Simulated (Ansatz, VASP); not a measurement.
## Two plane-wave programs on RbCl3

Contents of INCAR:

```
SYSTEM = RbCl3
PREC     = Accurate       ! precision mode
ENCUT    = 520            ! plane-wave cutoff, eV
EDIFF    = 1E-6           ! SCF threshold, eV
ISMEAR   = 0              ! smearing method
SIGMA    = 0.1            ! smearing width, eV
LREAL    = .FALSE.        ! projectors in reciprocal space
LASPH    = .TRUE.         ! aspherical terms in the spheres
NELM     = 100            ! most SCF steps
ALGO     = Normal         ! electronic algorithm
ISIF     = 2              ! what is computed and relaxed
LWAVE    = .FALSE.        ! write WAVECAR
LCHARG   = .FALSE.        ! write CHGCAR
GGA      = PE             ! functional
NBANDS   = 23             ! bands
```

KPOINTS

```
Automatic mesh
0
G
  6 6 6
  0 0 0
```

The input POSCAR:

```
RbCl3
1.0
   -2.0409402814      2.0409402814      6.3637271052
    2.0409402814     -2.0409402814      6.3637271052
    2.0409402814      2.0409402814     -6.3637271052
Rb Cl
1 3
Direct
    0.0000000000      0.0000000000      0.0000000000
    0.7500000000      0.2500000000      0.5000000000
    0.2500000000      0.7500000000      0.5000000000
    0.5000000000      0.5000000000      0.0000000000
```

Input for Ansatz:

```yaml
crystal:
  lattice:
    - [-2.0409402814, 2.0409402814, 6.3637271052]
    - [2.0409402814, -2.0409402814, 6.3637271052]
    - [2.0409402814, 2.0409402814, -6.3637271052]
  atoms:
    - { symbol: Rb, position: [0.0, 0.0, 0.0] }
    - { symbol: Cl, position: [0.75, 0.25, 0.5] }
    - { symbol: Cl, position: [0.25, 0.75, 0.5] }
    - { symbol: Cl, position: [0.5, 0.5, 0.0] }
basis:
  ecutwfc: 420
kpoints:
  mp_grid: { grid: [6, 6, 6] }
hamiltonian:
  xc: pbe
scf:
  occupations: { method: gaussian, width: 0.1 }
output:
  forces: true
  stress: true
  eigenvalues: true
```

Alike in both runs: task single point; functional PBE; k mesh 6 × 6 × 6; occupations gaussian, width 0.1 eV; no spin polarisation.

```csv
,VASP,Ansatz
version,VASP 6.6.1,Ansatz 0.2.0
potentials or method,"VASP PAW PBE potentials, release 64 (Rb_sv, Cl), cutoff 520 eV","scalar-relativistic, plane waves, PAW"
valence electrons in the cell,30,30
```

```tsv
	VASP	Ansatz	Ansatz less VASP
gap on the k mesh at the Fermi level (eV)	none	none	-
pressure (GPa)	3.4	3.4	-0.01
traceless stress, the component that is largest in VASP (GPa)	-1.77	-1.73	+0.039
```

A gap of «none» marks a metal or a gap that the smearing closes. The functional is the same, so the differences come from potentials, cutoffs and numerics.

The k mesh is coarse, so the values compare programs but aren't converged.
